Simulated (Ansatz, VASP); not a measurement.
## Two plane-wave programs on NaHfO

The input INCAR:

```
SYSTEM = NaHfO
  ALGO = Normal
  EDIFF = 1E-6
  EDIFFG = -0.04
  ENCUT = 600
  GGA = PE
  IBRION = 2
  ISIF = 3
  ISMEAR = 0
  LASPH = .TRUE.
  LCHARG = .FALSE.
  LREAL = .FALSE.
  LWAVE = .FALSE.
  NELM = 60
  NSW = 90
  PREC = Accurate
  SIGMA = 0.1
```

KPOINTS

```
k-points
0
G
  6 6 6
  0 0 0
```

The input POSCAR:

```
NaHfO
1.0
    3.4654665600      0.0000000000      0.0000000000
    0.0000000000      3.4654665600      0.0000000000
    0.0000000000      0.0000000000      3.6550131800
Na Hf O
1 1 1
Direct
    0.5000000000      0.5000000000      0.5000000000
    0.0000000000      0.0000000000      0.0000000000
    0.5000000000      0.5000000000      0.0000000000
```

Input for Ansatz:

```yaml
crystal:
  lattice:
    - [3.46546656, 0.0, 0.0]
    - [0.0, 3.46546656, 0.0]
    - [0.0, 0.0, 3.65501318]
  atoms:
    - { symbol: Na, position: [0.5, 0.5, 0.5] }
    - { symbol: Hf, position: [0.0, 0.0, 0.0] }
    - { symbol: O, position: [0.5, 0.5, 0.0] }
basis:
  ecutwfc: 420
kpoints:
  mp_grid: { grid: [6, 6, 6] }
hamiltonian:
  xc: pbe
scf:
  occupations: { method: gaussian, width: 0.1 }
  lower_state_search: "off"
output:
  forces: true
  stress: true
  eigenvalues: true
relax:
  adjacent_minimum: "off"
  f_tol: 0.04
  max_steps: 70
  cell: { stress_tol: 0.4 }
```

Change from the starting cell: species swapped into the MgNiH type (P4/mmm, No. 123).

Alike in both runs: task relaxation of cell and atoms; functional PBE; k mesh 6 × 6 × 6; occupations gaussian, width 0.1 eV; no spin polarisation.

|  | VASP | Ansatz |
| --- | --- | --- |
| version | VASP 6.6.1 | Ansatz 0.2.0 |
| potentials or method | VASP PAW PBE potentials, release 64 (Na_pv, Hf_pv, O), cutoff 600 eV | scalar-relativistic, plane waves, PAW |
| valence electrons in the cell | 23 | 41 |

VASP gave:

* gap on the k mesh at the Fermi level, each at its own relaxed structure (eV): none
* relaxed volume (Å³/atom): 16.44
* relaxed length of the cell vector where the two differ most in proportion (Å): 5.146

**Question.** Which values does Ansatz return?

**Answer.** gap on the k mesh at the Fermi level, each at its own relaxed structure (eV): none; relaxed volume (Å³/atom): 18.44; relaxed length of the cell vector where the two differ most in proportion (Å): 5.833.

A gap of «none» marks a metal or a gap that the smearing closes. One of these differences is far larger than is usual between the two programs; its cause wasn't traced. VASP's potentials hold 23 valence electrons a cell and Ansatz's 41, so a difference there can come from the potentials and not from the codes.

Spin-orbit coupling is off throughout.
